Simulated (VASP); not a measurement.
# ZnCu (P4mm) in VASP: a series of runs, part 2 of 2

VASP 6.6.1. The steps go on from the part before.

## (4) Single point, PBE

INCAR reads:

```
SYSTEM = ZnCu
PREC = Accurate ; ENCUT = 520
EDIFF = 1E-6 ; ISMEAR = -1
SIGMA = 0.05 ; LREAL = .False.
LASPH = .True. ; NELM = 100
ALGO = Normal ; ISIF = 2
LWAVE = .False. ; LCHARG = .True.
GGA = PE ; LELF = .True.
LVHAR = .True. ; NBANDS = 18
```

KPOINTS reads:

```
regular mesh
0
Gamma
  8 8 8
  0 0 0
```

POSCAR reads:

```
ZnCu
1.0
    2.9450000000      0.0000000000      0.0000000000
    0.0000000000      2.9450000000      0.0000000000
    0.0000000000      0.0000000000      2.9450000000
Zn Cu
1 1
Direct
    0.5000000000      0.5000000000      0.5000000000
    0.6666665535      0.0000000000      0.0000000000
```

Potentials or basis: VASP PAW PBE potentials, release 64 (Zn, Cu).

Launch:

```
> cat potpaw_PBE.64/Zn/POTCAR potpaw_PBE.64/Cu/POTCAR > POTCAR
> mpirun -np 1 vasp_std > vasp.out
```

OUTCAR:

```text
SYSTEM = ZnCu
   PREC = Accurate
   ENCUT = 520
   EDIFF = 1E-6
   ISMEAR = -1
   LREAL = .False.
   LASPH = .True.
   NELM = 100
   ISIF = 2
   GGA = PE

 ion  position               nearest neighbor table
   1  0.500  0.500  0.500-   2 2.14   2 2.14   2 2.14   2 2.14
   2  0.667  0.000  0.000-   1 2.14   1 2.14   1 2.14   1 2.14

  LATTYP: Found a simple cubic cell.
 ALAT       =     2.9450000000

  Lattice vectors:

 A1 = (   2.9450000000,   0.0000000000,   0.0000000000)
 A2 = (   0.0000000000,   2.9450000000,   0.0000000000)
 A3 = (   0.0000000000,   0.0000000000,   2.9450000000)

Analysis of symmetry for initial positions (statically):
=====================================================================
 Subroutine PRICEL returns:
 Original cell was already a primitive cell.

 Routine SETGRP: Setting up the symmetry group for a
 simple cubic supercell.

 Subroutine GETGRP returns: Found  8 space group operations
 (whereof  8 operations were pure point group operations)
 out of a pool of 48 trial point group operations.

The static configuration has the point symmetry C_4v.

Analysis of symmetry for dynamics (positions and initial velocities):
=====================================================================
 Subroutine PRICEL returns:
 Original cell was already a primitive cell.

 Routine SETGRP: Setting up the symmetry group for a
 simple cubic supercell.

 Subroutine GETGRP returns: Found  8 space group operations
 (whereof  8 operations were pure point group operations)
 out of a pool of 48 trial point group operations.

The dynamic configuration has the point symmetry C_4v.

 Subroutine INISYM returns: Found  8 space group operations
 (whereof  8 operations are pure point group operations),
 and found     1 'primitive' translations

----------------------------------------------------------------------------------------

                                     Primitive cell

  volume of cell :      25.5421

  direct lattice vectors                    reciprocal lattice vectors
     2.945000000  0.000000000  0.000000000     0.339558574  0.000000000  0.000000000
     0.000000000  2.945000000  0.000000000     0.000000000  0.339558574  0.000000000
     0.000000000  0.000000000  2.945000000     0.000000000  0.000000000  0.339558574

  length of vectors
     2.945000000  2.945000000  2.945000000     0.339558574  0.339558574  0.339558574

  position of ions in fractional coordinates (direct lattice)
     0.500000000  0.500000000  0.500000000
     0.666666554  0.000000000  0.000000000

  ion indices of the primitive-cell ions
   primitive index   ion index
                 1           1
                 2           2

----------------------------------------------------------------------------------------

 KPOINTS: regular mesh

Automatic generation of k-mesh.
 Grid dimensions read from file:
 generate k-points for:    8    8    8

 Generating k-lattice:

  Cartesian coordinates                     Fractional coordinates (reciprocal lattice)
     0.042444822  0.000000000  0.000000000     0.125000000  0.000000000  0.000000000
     0.000000000  0.042444822  0.000000000     0.000000000  0.125000000  0.000000000
     0.000000000  0.000000000  0.042444822     0.000000000  0.000000000  0.125000000

  Length of vectors
     0.042444822  0.042444822  0.042444822

  Shift w.r.t. Gamma in fractional coordinates (k-lattice)
     0.000000000  0.000000000  0.000000000

 Subroutine IBZKPT returns following result:
 ===========================================

 Found     75 irreducible k-points:

 Following reciprocal coordinates:
            Coordinates               Weight
  0.000000  0.000000  0.000000      1.000000
  0.125000  0.000000  0.000000      2.000000
  0.000000  0.125000  0.000000      4.000000
  0.250000  0.000000  0.000000      2.000000
  0.000000  0.250000  0.000000      4.000000
  0.375000  0.000000  0.000000      2.000000
[... 16 lines left out ...]
  0.375000  0.250000  0.000000      8.000000
  0.000000  0.375000  0.250000      8.000000
 [... further k-points ...]
   k-points           NKPTS =     75   k-points in BZ     NKDIM =     75   number of bands    NBANDS=     18
   number of dos      NEDOS =    301   number of ions     NIONS =      2
   total plane-waves  NPLWV =  13824
   dimension x,y,z NGX =    24 NGY =   24 NGZ =   24
   dimension x,y,z NGXF=    48 NGYF=   48 NGZF=   48
   ions per type =               1   1
   NGX,Y,Z   is equivalent  to a cutoff of  13.55, 13.55, 13.55 a.u.
   NGXF,Y,Z  is equivalent  to a cutoff of  27.10, 27.10, 27.10 a.u.
 SYSTEM =  ZnCu
   PREC   = accura    normal or accurate (medium, high low for compatibility)
   ISTART =      0    job   : 0-new  1-cont  2-samecut
   ICHARG =      2    charge: 1-file 2-atom 10-const
   ISPIN  =      1    spin polarized calculation?
   LNONCOLLINEAR =      F non collinear calculations
   LSORBIT =      F    spin-orbit coupling
   LASPH  =      T    aspherical Exc in radial PAW
   ENCUT  =  520.0 eV  38.22 Ry    6.18 a.u.   5.48  5.48  5.48*2*pi/ulx,y,z
   NELM   =    100;   NELMIN=  2; NELMDL= -5     # of ELM steps
   EDIFF  = 0.1E-05   stopping-criterion for ELM
   LREAL  =      F    real-space projection
   EDIFFG = 0.1E-04   stopping-criterion for IOM
   NSW    =      0    number of steps for IOM
   IBRION =     -1    ionic relax: 0-MD 1-quasi-New 2-CG
   NFREE  =      0    steps in history (QN), initial steepest desc. (CG)
   ISIF   =      2    stress and relaxation
   ISYM   =      2    0-nonsym 1-usesym 2-fastsym
   POTIM  = 0.5000    time-step for ionic-motion
   TEBEG  =    0.0;   TEEND  =   0.0 temperature during run
   PSTRESS=    0.0 pullay stress
   NELECT =      23.0000    total number of electrons
   NUPDOWN=      -1.0000    fix difference up-down
   EMIN   =  10.00;   EMAX   =-10.00  energy-range for DOS
   EFERMI =   0.00;   METHOD = LEGACY
   ISMEAR =    -1;   SIGMA  =   0.05  broadening in eV -4-tet -1-fermi 0-gaus
   EFERMI_NEDOS =   21; number of points for ismear=-14 and -15
   IALGO  =     38    algorithm
   IMIX   =      4    mixing-type and parameters
     AMIX     =   0.40;   BMIX     =  1.00
     AMIX_MAG =   1.60;   BMIX_MAG =  1.00
  volume/ion in A,a.u.               =      12.77        86.18
  Fermi-wavevector in a.u.,A,eV,Ry     =   1.580880  2.987429 34.003415  2.499180
  Thomas-Fermi vector in A             =   2.681040
   LORBIT       =      0    0 simple, 1 ext, 2 COOP (PROOUT), +10 PAW based schemes
   GGA     = PE    functional components
   LHFCALC =     F    Hartree Fock is set to
   AEXX    =    0.0000 exact exchange contribution
   IVDW    =     0    specifies the selected vdW correction
   LEPSILON=     F    determine dielectric tensor
   LRPA    =     F    only Hartree local field effects (RPA)
 non-spin polarized calculation
  energy-cutoff  :      520.00
  volume of cell :       25.54
 maximum number of plane-waves:       703
 NGX is ok and might be reduce to    24
   NGX = 11   NGY = 11   NGZ = 11

 number of electron      23.0000000 magnetization

 Free energy of the ion-electron system (eV)
  ---------------------------------------------------
  ext. energy  EPLUGINS =         0.00000000
  ---------------------------------------------------
  free energy    TOTEN  =        -3.11629177 eV

  energy without entropy =       -3.11255293  energy(sigma->0) =       -3.11442235

 E-fermi :   5.3856     XC(G=0): -12.2100

 val. band max:        5.3421606185   @ k =   0.3750   0.3750   0.0000
 cond. band min:       5.3912673597   @ k =   0.3750   0.5000   0.3750
 fundamental gap:      0.0491067412
 Fermi energy:         5.3856480828

 k-point     1 :       0.0000    0.0000    0.0000
  band No.  band energies     occupation
      1      -4.9441      2.00000
      2      -3.1949      2.00000
      3      -2.6970      2.00000
      4      -2.4698      2.00000
      5      -1.8707      2.00000
      6      -1.8707      2.00000
[... 10 lines left out ...]
     17      17.6057      0.00000
     18      29.3693      0.00000
[... 463 lines left out ...]
 k-point    24 :       0.0000    0.3750    0.2500
  band No.  band energies     occupation
      1      -2.8470      2.00000
      2      -2.4105      2.00000
      3      -2.2510      2.00000
      4      -2.1475      2.00000
      5      -2.0055      2.00000
      6      -1.1457      2.00000
[... 10 lines left out ...]
     17      22.7374      0.00000
     18      22.9614      0.00000

 [... further k-points ...]

------------------------ aborting loop because EDIFF is reached ----------------------------------------

  FORCE on cell =-STRESS in cart. coord.  units (eV):
  Direction    XX          YY          ZZ          XY          YZ          ZX
  --------------------------------------------------------------------------------------
  -------------------------------------------------------------------------------------
  Total        0.5302453     10.2041569     10.2041569      0.0000000      0.0000000      0.0000000
  in kB       33.2607094    640.0763974    640.0763974      0.0000000      0.0000000      0.0000000
  external PRESSURE =     437.8045014 kB  Pullay stress =       0.0000000 kB

 VOLUME and BASIS-vectors are now :
 -----------------------------------------------------------------------------
  energy-cutoff  :      520.00
  volume of cell :       25.54
      direct lattice vectors                 reciprocal lattice vectors
     2.945000000  0.000000000  0.000000000     0.339558574  0.000000000  0.000000000
     0.000000000  2.945000000  0.000000000     0.000000000  0.339558574  0.000000000
     0.000000000  0.000000000  2.945000000     0.000000000  0.000000000  0.339558574

 POSITION                                       TOTAL-FORCE (eV/Angst)
 -----------------------------------------------------------------------------------
      1.47250      1.47250      1.47250        -2.739515      0.000000      0.000000
      1.96333      0.00000      0.00000         2.739515     -0.000000     -0.000000
 -----------------------------------------------------------------------------------
    total drift:                               -0.000158      0.000000     -0.000000

  FREE ENERGIE OF THE ION-ELECTRON SYSTEM (eV)
  ---------------------------------------------------
  free  energy   TOTEN  =        -3.1162917672 eV

  energy  without entropy=       -3.1125529343  energy(sigma->0) =       -3.11442235
```

It took 38 s on 1 thread of Intel Xeon 8259CL, shared host; peak memory 0.16 GiB.

Results:

| Quantity | Value |
| --- | --- |
| Free energy | -3.1163 eV |
| Pressure | 43.8 GPa |
| Largest force | 2.740 eV/Å |
| Band gap on the k mesh | zero (an odd number of electrons rules out a gap without spin polarisation) |

Forces in eV/Å, atoms in the order of the input:
```
Zn  -2.740  0.000  0.000
Cu   2.740  0.000  0.000
```

Levels at points of the mesh, in eV from the Fermi level:
| k point | band 8 | band 9 | band 10 | band 11 | band 12 | band 13 | band 14 | band 15 | band 16 | band 17 |
| --- | --- | --- | --- | --- | --- | --- | --- | --- | --- | --- |
| (0.00, 0.00, 0.00) | -3.44 | -3.01 | -3.01 | -2.57 | 6.28 | 6.28 | 7.68 | 10.47 | 11.62 | 12.22 |
| (0.50, 0.00, 0.00) | -3.43 | -3.30 | -3.30 | -2.58 | -1.92 | 9.36 | 9.36 | 12.57 | 13.88 | 14.95 |
| (0.00, 0.50, 0.00) | -3.77 | -3.59 | -3.12 | -2.82 | -2.41 | 10.76 | 11.71 | 12.16 | 12.71 | 13.81 |
| (0.50, 0.50, 0.00) | -3.62 | -3.05 | -2.75 | -1.99 | -0.56 | 1.86 | 1.93 | 14.87 | 16.02 | 16.99 |
| (0.00, 0.50, 0.50) | -3.42 | -3.42 | -2.91 | -1.72 | -1.72 | 2.25 | 2.53 | 14.66 | 16.49 | 17.04 |
| (0.50, 0.50, 0.50) | -3.94 | -2.89 | -2.57 | 1.32 | 1.32 | 3.44 | 4.59 | 5.91 | 6.84 | 7.76 |

Caveat: the stress differs along the axes, from 3 to 64 GPa; forces of over 1 eV/Å act on the atoms, so gaps and moduli don't describe the material at rest.

The gap in the log of VASP goes by the Fermi energy; the results here count the filled bands.